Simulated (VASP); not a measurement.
Here is a VASP 6.6.1 calculation.

Contents of INCAR:

```
SYSTEM = BiSbTe2S
PREC = Accurate
ENCUT = 520
EDIFF = 1E-7
ISMEAR = 0
SIGMA = 0.1
LREAL = .False.
LASPH = .True.
NELM = 100
ALGO = Normal
ISIF = 2
LWAVE = .False.
LCHARG = .False.
GGA = PE
NBANDS = 27
```

The input KPOINTS:

```
Automatic mesh
0
Gamma
  6 6 2
  0 0 0
```

POSCAR

```
BiSbTe2S
1.0
    4.7258859400      0.0000000000      0.0000000000
   -2.3629429700      4.0927372800      0.0000000000
    0.0000000000      0.0000000000      7.6392005500
Sb Bi Te S
1 1 2 1
Direct
    0.0000000000      0.0000000000      0.3640860000
    0.6666666700      0.3333333300      0.6304360000
    0.0000000000      0.0000000000      0.7522550200
    0.6666666700      0.3333333300      0.2462570100
    0.3333333300      0.6666666700      0.0069670000
```

Potentials or basis: VASP PAW PBE potentials, release 64 (Sb, Bi_d, Te, S).

Run with:

```bash
$ cat potpaw_PBE.64/Sb/POTCAR potpaw_PBE.64/Bi_d/POTCAR potpaw_PBE.64/Te/POTCAR potpaw_PBE.64/S/POTCAR > POTCAR
$ mpirun -np 1 vasp_std > vasp.out
```

**Question.** Predict the largest force.

**Answer.** 1.918 eV/Å.

**Question.** Estimate the band gap on the k mesh.

**Answer.** Zero (bands 19 and 20 overlap by 0.48 eV).

**Question.** Predict the pressure.

**Answer.** 9.2 GPa.

Stress tensor (GPa, compression positive):
```
10.97  0.00  0.00
 0.00 10.97  0.00
 0.00  0.00  5.78
```

Caveat: the k points lie up to 0.41 Å⁻¹ apart; spin-orbit coupling is left out, which moves the levels of the heavy elements; forces of over 1 eV/Å act on the atoms, so gaps and moduli don't describe the material at rest.
